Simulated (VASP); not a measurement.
# Y3NbO2 (P4/mmm) in VASP: a series of runs, part 3 of 3

VASP 6.6.1.

## (4) Single point, PBE

This run uses another cell than the first one, of 16.89 Å³/atom, 1.026 times its volume.

INCAR

```
PREC     = Accurate       # precision mode
ENCUT    = 520            # plane-wave cutoff, eV
EDIFF    = 1E-7           # SCF threshold, eV
ISMEAR   = 0              # smearing method
SIGMA    = 0.1            # smearing width, eV
LREAL    = False          # projectors in reciprocal space
LASPH    = True           # aspherical terms in the spheres
NELM     = 80             # most SCF steps
ALGO     = Normal         # electronic algorithm
ISIF     = 2              # what is computed and relaxed
LWAVE    = False          # write WAVECAR
LCHARG   = True           # write CHGCAR
GGA      = PE             # functional
LELF     = True           # ELF
LVHAR    = True         
NBANDS   = 38             # bands
```

KPOINTS

```
regular mesh
0
Gamma
  12 12 4
```

POSCAR

```
Y3NbO2
1.0
    3.0091522214      0.0000000000      0.0000000000
    0.0000000000      3.0091522214      0.0000000000
    0.0000000000      0.0000000000     11.1929671515
Y Nb O
3 1 2
Direct
    0.5000000000      0.5000000000      0.2196215922
    0.5000000000      0.5000000000      0.5000000000
    0.5000000000      0.5000000000      0.7803784078
    0.0000000000      0.0000000000      0.0000000000
    0.0000000000      0.0000000000      0.3777539407
    0.0000000000      0.0000000000      0.6222460593
```

Potentials or basis: VASP PAW PBE potentials, release 64 (Y_sv, Nb_sv, O).

On the command line:

```sh
> cat potpaw_PBE.64/Y_sv/POTCAR potpaw_PBE.64/Nb_sv/POTCAR potpaw_PBE.64/O/POTCAR > POTCAR
> mpirun -np 1 vasp_std > vasp.out
```

OUTCAR:

```text
PREC = Accurate
   ENCUT = 520
   EDIFF = 1E-7
   ISMEAR = 0
   LREAL = False
   LASPH = True
   NELM = 80
   ISIF = 2
   GGA = PE

 ion  position               nearest neighbor table
   1  0.500  0.500  0.220-   5 2.77   5 2.77   5 2.77   5 2.77   2 3.14   4 3.25   4 3.25   4 3.25
                             4 3.25   2 4.35   2 4.35   2 4.35   2 4.35
   2  0.500  0.500  0.500-   5 2.53   6 2.53   5 2.53   6 2.53   5 2.53   6 2.53   5 2.53   6 2.53
                             1 3.14   3 3.14   1 4.35   3 4.35   1 4.35   3 4.35   1 4.35   3 4.35
   3  0.500  0.500  0.780-   6 2.77   6 2.77   6 2.77   6 2.77   2 3.14   4 3.25   4 3.25   4 3.25
                             4 3.25   2 4.35   2 4.35   2 4.35   2 4.35
   4  0.000  0.000  0.000-   1 3.25   3 3.25   1 3.25   3 3.25   1 3.25   3 3.25   1 3.25   3 3.25

   5  0.000  0.000  0.378-   2 2.53   2 2.53   2 2.53   2 2.53   1 2.77   1 2.77   1 2.77   1 2.77

   6  0.000  0.000  0.622-   2 2.53   2 2.53   2 2.53   2 2.53   3 2.77   3 2.77   3 2.77   3 2.77

  LATTYP: Found a simple tetragonal cell.
 ALAT       =     3.0091522214
 C/A-ratio  =     3.7196413900

  Lattice vectors:

 A1 = (   3.0091522214,   0.0000000000,   0.0000000000)
 A2 = (   0.0000000000,   3.0091522214,   0.0000000000)
 A3 = (   0.0000000000,   0.0000000000,  11.1929671515)

Analysis of symmetry for initial positions (statically):
=====================================================================
 Subroutine PRICEL returns:
 Original cell was already a primitive cell.

 Routine SETGRP: Setting up the symmetry group for a
 simple tetragonal supercell.

 Subroutine GETGRP returns: Found 16 space group operations
 (whereof 16 operations were pure point group operations)
 out of a pool of 16 trial point group operations.

The static configuration has the point symmetry D_4h.

Analysis of symmetry for dynamics (positions and initial velocities):
=====================================================================
 Subroutine PRICEL returns:
 Original cell was already a primitive cell.

 Routine SETGRP: Setting up the symmetry group for a
 simple tetragonal supercell.

 Subroutine GETGRP returns: Found 16 space group operations
 (whereof 16 operations were pure point group operations)
 out of a pool of 16 trial point group operations.

The dynamic configuration has the point symmetry D_4h.

 Subroutine INISYM returns: Found 16 space group operations
 (whereof 16 operations are pure point group operations),
 and found     1 'primitive' translations

----------------------------------------------------------------------------------------

                                     Primitive cell

  volume of cell :     101.3523

  direct lattice vectors                    reciprocal lattice vectors
     3.009152221  0.000000000  0.000000000     0.332319513  0.000000000  0.000000000
     0.000000000  3.009152221  0.000000000     0.000000000  0.332319513  0.000000000
     0.000000000  0.000000000 11.192967151     0.000000000  0.000000000  0.089341815

  length of vectors
     3.009152221  3.009152221 11.192967151     0.332319513  0.332319513  0.089341815

  position of ions in fractional coordinates (direct lattice)
     0.500000000  0.500000000  0.219621592
     0.500000000  0.500000000  0.500000000
     0.500000000  0.500000000  0.780378408
     0.000000000  0.000000000  0.000000000
     0.000000000  0.000000000  0.377753941
[... 38 lines left out ...]
            Coordinates               Weight
  0.000000  0.000000  0.000000      1.000000
  0.083333  0.000000  0.000000      4.000000
  0.166667  0.000000  0.000000      4.000000
  0.250000  0.000000  0.000000      4.000000
  0.333333  0.000000  0.000000      4.000000
  0.416667  0.000000  0.000000      4.000000
[... 16 lines left out ...]
  0.333333  0.333333  0.000000      4.000000
  0.416667  0.333333  0.000000      8.000000
 [... further k-points ...]
   k-points           NKPTS =     84   k-points in BZ     NKDIM =     84   number of bands    NBANDS=     38
   number of dos      NEDOS =    301   number of ions     NIONS =      6
   total plane-waves  NPLWV =  48384
   dimension x,y,z NGX =    24 NGY =   24 NGZ =   84
   dimension x,y,z NGXF=    48 NGYF=   48 NGZF=  168
   ions per type =               3   1   2
   NGX,Y,Z   is equivalent  to a cutoff of  13.26, 13.26, 12.48 a.u.
   NGXF,Y,Z  is equivalent  to a cutoff of  26.52, 26.52, 24.95 a.u.
 SYSTEM =  unknown system
   PREC   = accura    normal or accurate (medium, high low for compatibility)
   ISTART =      0    job   : 0-new  1-cont  2-samecut
   ICHARG =      2    charge: 1-file 2-atom 10-const
   ISPIN  =      1    spin polarized calculation?
   LNONCOLLINEAR =      F non collinear calculations
   LSORBIT =      F    spin-orbit coupling
   LASPH  =      T    aspherical Exc in radial PAW
   ENCUT  =  520.0 eV  38.22 Ry    6.18 a.u.   5.60  5.60 20.81*2*pi/ulx,y,z
   NELM   =     80;   NELMIN=  2; NELMDL= -5     # of ELM steps
   EDIFF  = 0.1E-06   stopping-criterion for ELM
   LREAL  =      F    real-space projection
   EDIFFG = 0.1E-05   stopping-criterion for IOM
   NSW    =      0    number of steps for IOM
   IBRION =     -1    ionic relax: 0-MD 1-quasi-New 2-CG
   NFREE  =      0    steps in history (QN), initial steepest desc. (CG)
   ISIF   =      2    stress and relaxation
   ISYM   =      2    0-nonsym 1-usesym 2-fastsym
   POTIM  = 0.5000    time-step for ionic-motion
   TEBEG  =    0.0;   TEEND  =   0.0 temperature during run
   PSTRESS=    0.0 pullay stress
   NELECT =      58.0000    total number of electrons
   NUPDOWN=      -1.0000    fix difference up-down
   EMIN   =  10.00;   EMAX   =-10.00  energy-range for DOS
   EFERMI =   0.00;   METHOD = LEGACY
   ISMEAR =     0;   SIGMA  =   0.10  broadening in eV -4-tet -1-fermi 0-gaus
   EFERMI_NEDOS =   21; number of points for ismear=-14 and -15
   IALGO  =     38    algorithm
   IMIX   =      4    mixing-type and parameters
     AMIX     =   0.40;   BMIX     =  1.00
     AMIX_MAG =   1.60;   BMIX_MAG =  1.00
  volume/ion in A,a.u.               =      16.89       113.99
  Fermi-wavevector in a.u.,A,eV,Ry     =   1.359167  2.568454 25.134536  1.847336
  Thomas-Fermi vector in A             =   2.485939
   LORBIT       =      0    0 simple, 1 ext, 2 COOP (PROOUT), +10 PAW based schemes
   GGA     = PE    functional components
   LHFCALC =     F    Hartree Fock is set to
   AEXX    =    0.0000 exact exchange contribution
   IVDW    =     0    specifies the selected vdW correction
   LEPSILON=     F    determine dielectric tensor
   LRPA    =     F    only Hartree local field effects (RPA)
 non-spin polarized calculation
 Gauss-broadening in eV      SIGMA  =   0.10
  energy-cutoff  :      520.00
  volume of cell :      101.35
 maximum number of plane-waves:      2754
 NGX is ok and might be reduce to    24
   NGX = 11   NGY = 11   NGZ = 41

 number of electron      58.0000015 magnetization

 Free energy of the ion-electron system (eV)
  ---------------------------------------------------
  ext. energy  EPLUGINS =         0.00000000
  ---------------------------------------------------
  free energy    TOTEN  =       -47.16791517 eV

  energy without entropy =      -47.14312592  energy(sigma->0) =      -47.15552055

 E-fermi :   6.5684     XC(G=0): -11.3237

 val. band max:        6.5678005787   @ k =   0.4167   0.0833   0.5000
 cond. band min:       6.5749515927   @ k =   0.4167   0.0000   0.0000
 fundamental gap:      0.0071510140
 Fermi energy:         6.5684368547

 k-point     1 :       0.0000    0.0000    0.0000
  band No.  band energies     occupation
      1     -48.0066      2.00000
      2     -36.8249      2.00000
      3     -36.1528      2.00000
      4     -36.1488      2.00000
      5     -24.0202      2.00000
      6     -23.7653      2.00000
[... 973 lines left out ...]
     37      10.4405      0.00000
     38      10.5378      0.00000

 [... further k-points ...]
[... 5 lines left out ...]
  --------------------------------------------------------------------------------------
  -------------------------------------------------------------------------------------
  Total       -0.0721465     -0.0721465     -0.0955761      0.0000000     -0.0000000      0.0000000
  in kB       -1.1404916     -1.1404916     -1.5108675      0.0000000     -0.0000000      0.0000000
  external PRESSURE =      -1.2639503 kB  Pullay stress =       0.0000000 kB

 VOLUME and BASIS-vectors are now :
 -----------------------------------------------------------------------------
  energy-cutoff  :      520.00
  volume of cell :      101.35
      direct lattice vectors                 reciprocal lattice vectors
     3.009152221  0.000000000  0.000000000     0.332319513  0.000000000  0.000000000
     0.000000000  3.009152221  0.000000000     0.000000000  0.332319513  0.000000000
     0.000000000  0.000000000 11.192967151     0.000000000  0.000000000  0.089341815

 POSITION                                       TOTAL-FORCE (eV/Angst)
 -----------------------------------------------------------------------------------
      1.50458      1.50458      2.45822        -0.000000     -0.000000     -0.011534
      1.50458      1.50458      5.59648        -0.000000     -0.000000     -0.000000
      1.50458      1.50458      8.73475         0.000000      0.000000      0.011534
      0.00000      0.00000      0.00000        -0.000000     -0.000000     -0.000000
      0.00000      0.00000      4.22819         0.000000      0.000000     -0.004822
      0.00000      0.00000      6.96478        -0.000000      0.000000      0.004822
 -----------------------------------------------------------------------------------
    total drift:                                0.000000     -0.000000      0.000000

  FREE ENERGIE OF THE ION-ELECTRON SYSTEM (eV)
  ---------------------------------------------------
  free  energy   TOTEN  =       -47.1679151731 eV

  energy  without entropy=      -47.1431259191  energy(sigma->0) =      -47.15552055
```

Wall time 5.3 min (1 thread of Intel Xeon 6975P-C, shared host); peak memory 0.44 GiB.

Results:

| Property | Result |
| --- | --- |
| Free energy | -47.1679 eV |
| Pressure | -0.1 GPa |
| Largest force | 0.012 eV/Å |
| Band gap on the k mesh | zero (band 29 reaches 6.87 eV, above the bottom of band 30 at 5.79 eV) |

Forces on the atoms (eV/Å):
```
Y    0.000  0.000 -0.012
Y    0.000  0.000  0.000
Y    0.000  0.000  0.012
Nb   0.000  0.000  0.000
O    0.000  0.000 -0.005
O    0.000  0.000  0.005
```

## (5) Relaxation of cell and atoms, PBE

INCAR

```
PREC = Accurate
ENCUT = 600
EDIFF = 1E-6
ISMEAR = 0
SIGMA = 0.1
LREAL = False
LASPH = True
NELM = 60
ALGO = Normal
ISIF = 3
LWAVE = False
LCHARG = False
GGA = PE
IBRION = 2
NSW = 90
EDIFFG = -0.04
```

KPOINTS

```
Automatic mesh
0
Gamma
  6 6 2
```

POSCAR

```
Y3NbO2
1.0
    3.1818834900      0.0000000000      0.0000000000
    0.0000000000      3.1818834900      0.0000000000
    0.0000000000      0.0000000000      9.7525765900
Y Nb O
3 1 2
Direct
    0.5000000000      0.5000000000      0.1817286000
    0.5000000000      0.5000000000      0.5000000000
    0.5000000000      0.5000000000      0.8182714000
    0.0000000000      0.0000000000      0.0000000000
    0.0000000000      0.0000000000      0.3392778000
    0.0000000000      0.0000000000      0.6607222000
```

On the command line:

```sh
> cat potpaw_PBE.64/Y_sv/POTCAR potpaw_PBE.64/Nb_sv/POTCAR potpaw_PBE.64/O/POTCAR > POTCAR
> mpirun -np 1 vasp_std > vasp.out
```

Run time: 22 min. Hardware: 1 thread of Intel Xeon 6975P-C, shared host; peak memory 0.32 GiB.

Results (log left out):

- Free energy: -47.1732 eV
- Relaxed volume: 16.99 Å³/atom
- Relaxed cell: a = 3.019 Å, b = 3.019 Å, c = 11.184 Å, α = 90.00°, β = 90.00°, γ = 90.00°
- Space group after relaxing (to 0.05 Å): P4/mmm (No. 123)
- Energy gained by relaxing: 381.6 meV/atom
- Ionic steps: 18
- Pressure after relaxing: -0.2 GPa
- Largest force after relaxing: 0.039 eV/Å
- Band gap on the k mesh: zero (band 29 reaches 6.71 eV, above the bottom of band 30 at 5.78 eV)

Forces on the atoms (eV/Å):
```
Y    0.000  0.000 -0.039
Y    0.000  0.000  0.000
Y    0.000  0.000  0.039
Nb   0.000  0.000  0.000
O    0.000  0.000 -0.001
O    0.000  0.000  0.001
```

Step by step:
```csv
step,energy change (eV),largest force (eV/Å),pressure (GPa),volume (Å³)
1,0.0000,2.3100,6.94,98.74
2,-1.0206,1.1918,-4.37,109.11
3,-1.1146,1.0874,-7.30,112.78
4,-1.8693,1.0742,-3.40,105.37
5,-1.9214,1.0594,-2.00,103.55
6,-1.8794,1.0188,1.29,99.87
7,-1.9323,1.0523,-1.17,102.53
8,-2.1752,0.6586,2.67,98.61
9,-2.1892,0.4813,4.14,97.39
10,-2.2452,0.3516,-1.31,102.42
11,-2.2577,0.2360,0.20,100.88
12,-2.2766,0.1802,-0.41,101.59
13,-2.2786,0.1845,-0.69,101.92
14,-2.2852,0.0739,0.56,100.95
15,-2.2852,0.0704,0.59,100.93
16,-2.2888,0.0540,0.21,101.48
17,-2.2889,0.0522,0.13,101.62
18,-2.2895,0.0393,-0.17,101.94
```

Final structure:
```yaml
crystal:
  lattice:
    - [3.01921, 0.00000, 0.00000]
    - [0.00000, 3.01921, 0.00000]
    - [0.00000, 0.00000, 11.18356]
  atoms:
    - { symbol: Y, position: [0.50000, 0.50000, 0.21625] }
    - { symbol: Y, position: [0.50000, 0.50000, 0.50000] }
    - { symbol: Y, position: [0.50000, 0.50000, 0.78375] }
    - { symbol: Nb, position: [0.00000, 0.00000, 0.00000] }
    - { symbol: O, position: [0.00000, 0.00000, 0.37933] }
    - { symbol: O, position: [0.00000, 0.00000, 0.62067] }
```

Levels at points of the mesh, in eV from the Fermi level:
```
           k point  band 25  band 26  band 27  band 28  band 29  band 30  band 31  band 32  band 33  band 34
(0.00, 0.00, 0.00)    -3.59    -2.42    -1.90    -1.33    -1.26    -0.70    -0.07     0.26     1.11     1.85
(0.50, 0.00, 0.00)    -2.38    -1.88    -0.81    -0.36    -0.07    -0.05     0.51     0.79     1.46     2.05
(0.50, 0.50, 0.00)    -2.60    -1.94    -1.43    -1.43    -0.40     1.05     1.08     1.08     2.96     3.04
(0.00, 0.00, 0.50)    -3.60    -2.08    -1.88    -1.80    -1.41    -0.58    -0.15    -0.14     1.84     1.84
(0.50, 0.00, 0.50)    -2.39    -2.01    -0.41    -0.38    -0.15     0.13     0.44     0.55     1.45     1.67
(0.50, 0.50, 0.50)    -2.56    -1.39    -1.39    -1.27    -1.13     0.69     1.01     1.01     3.56     4.15
```

## (6) Summary

| task | cell | k mesh | cutoff (eV) | gap on the mesh (eV) | pressure (GPa) | largest force (eV/Å) |
| --- | --- | --- | --- | --- | --- | --- |
| single point | a = 3.182, b = 3.182, c = 9.753 Å, 6 atoms | 6 × 6 × 2 | 520 | none | 7.0 | 2.31 |
| single point | a = 3.020, b = 3.020, c = 11.186 Å, 6 atoms | 6 × 6 × 2 | 520 | none | -0.1 | 0.02 |
| single point | a = 3.009, b = 3.009, c = 11.193 Å, 6 atoms | 12 × 12 × 4 | 520 | none | -0.1 | 0.01 |
| relaxation of cell and atoms | relaxed from a = 3.182, b = 3.182, c = 9.753 Å, 6 atoms | 6 × 6 × 2 | 600 | none | -0.2 | 0.04 |

Alike in all rows: level PBE; potentials or basis VASP PAW PBE potentials, release 64 (Y_sv, Nb_sv, O); no spin polarisation; smearing gaussian 0.1 eV.

Caveats: forces of over 1 eV/Å act on the atoms, so gaps and moduli don't describe the material at rest (some runs).

Absolute energies hang on the potentials; compare differences alone.
